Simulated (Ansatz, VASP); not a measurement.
# Sc in VASP and in Ansatz

INCAR

```
  PREC = Accurate
  ENCUT = 520
  EDIFF = 1E-6
  ISMEAR = 0
  SIGMA = 0.15
  LREAL = False
  LASPH = True
  NELM = 100
  ALGO = Fast
  ISIF = 2
  LWAVE = False
  LCHARG = True
  GGA = PS
  LELF = True
  LVHAR = True
  NBANDS = 12
```

The input KPOINTS:

```
Automatic mesh
0
Gamma
  18 18 18
```

POSCAR

```
Sc
1.0
    0.0000000000      2.3272625000      2.3840250000
    2.3272625000      0.0000000000      2.3840250000
    2.3272625000      2.3272625000      0.0000000000
Sc
1
Direct
    0.0000000000      0.0000000000      0.0000000000
```

Input for Ansatz:

```yaml
crystal:
  lattice:
    - [0.0, 2.3272625, 2.384025]
    - [2.3272625, 0.0, 2.384025]
    - [2.3272625, 2.3272625, 0.0]
  atoms:
    - { symbol: Sc, position: [0.0, 0.0, 0.0] }
basis:
  ecutwfc: 420
kpoints:
  mp_grid: { grid: [18, 18, 18] }
hamiltonian:
  xc: pbesol
scf:
  occupations: { method: gaussian, width: 0.15 }
output:
  forces: true
  stress: true
  eigenvalues: true
```

Change from the starting cell: strain +0.025 along x and y, +0.050 along z, atoms carried along.

Alike in both runs: task single point; functional PBEsol; k mesh 18 × 18 × 18; occupations gaussian, width 0.15 eV; no spin polarisation.

```csv
,VASP,Ansatz
version,VASP 6.6.1,Ansatz 0.2.0
potentials or method,"VASP PAW PBE potentials, release 64 (Sc_sv), cutoff 520 eV","scalar-relativistic, plane waves, PAW"
valence electrons in the cell,11,11
```

|  | VASP | Ansatz | Ansatz less VASP |
| --- | --- | --- | --- |
| gap on the k mesh at the Fermi level (eV) | none | none | - |
| pressure (GPa) | -4.2 | -4.2 | +0.07 |
| traceless stress, the component that is largest in VASP (GPa) | -0.47 | -0.47 | +0.001 |

VASP's potentials were made for PBE, not for PBEsol. A gap of «none» marks a metal or a gap that the smearing closes. The functional is the same, so the differences come from potentials, cutoffs and numerics.
